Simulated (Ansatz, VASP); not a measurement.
# One calculation of ScAl3, two programs

INCAR

```
  PREC = Accurate
  ENCUT = 520
  EDIFF = 1E-6
  ISMEAR = 0
  SIGMA = 0.15
  LREAL = False
  LASPH = True
  NELM = 60
  ALGO = Normal
  ISIF = 2
  LWAVE = False
  LCHARG = False
  GGA = PE
  NBANDS = 18
```

KPOINTS

```
regular mesh
0
Gamma
  12 12 12
```

POSCAR

```
ScAl3
1.0
    3.7769041482      0.0000000000      0.0000000000
    0.0000000000      3.7769041482      0.0000000000
    0.0000000000      0.0000000000      3.7769041482
Sc Al
1 3
Direct
    0.0000000000      0.0000000000      0.0000000000
    0.5000000000      0.0000000000      0.5000000000
    0.0000000000      0.5000000000      0.5000000000
    0.5000000000      0.5000000000      0.0000000000
```

Input for Ansatz:

```yaml
crystal:
  lattice:
    - [3.7769041482, 0.0, 0.0]
    - [0.0, 3.7769041482, 0.0]
    - [0.0, 0.0, 3.7769041482]
  atoms:
    - { symbol: Sc, position: [0.0, 0.0, 0.0] }
    - { symbol: Al, position: [0.5, 0.0, 0.5] }
    - { symbol: Al, position: [0.0, 0.5, 0.5] }
    - { symbol: Al, position: [0.5, 0.5, 0.0] }
basis:
  ecutwfc: 420
kpoints:
  mp_grid: { grid: [12, 12, 12] }
hamiltonian:
  xc: pbe
scf:
  occupations: { method: gaussian, width: 0.15 }
output:
  forces: true
  stress: true
  eigenvalues: true
```

Change from the starting cell: strain -0.080 along x and y, -0.080 along z, atoms carried along.

Alike in both runs: task single point; functional PBE; k mesh 12 × 12 × 12; occupations gaussian, width 0.15 eV; no spin polarisation.

|  | VASP | Ansatz |
| --- | --- | --- |
| version | VASP 6.6.1 | Ansatz 0.2.0 |
| potentials or method | VASP PAW PBE potentials, release 64 (Sc_sv, Al), cutoff 520 eV | scalar-relativistic, plane waves, PAW |
| valence electrons in the cell | 20 | 20 |

```csv
,VASP,Ansatz,Ansatz less VASP
gap on the k mesh at the Fermi level (eV),none,none,-
pressure (GPa),36.0,35.9,-0.17
```

A gap of «none» marks a metal or a gap that the smearing closes. Both programs put the cell under a high pressure, so it lies far from rest at this level. The functional is the same, so the differences come from potentials, cutoffs and numerics.
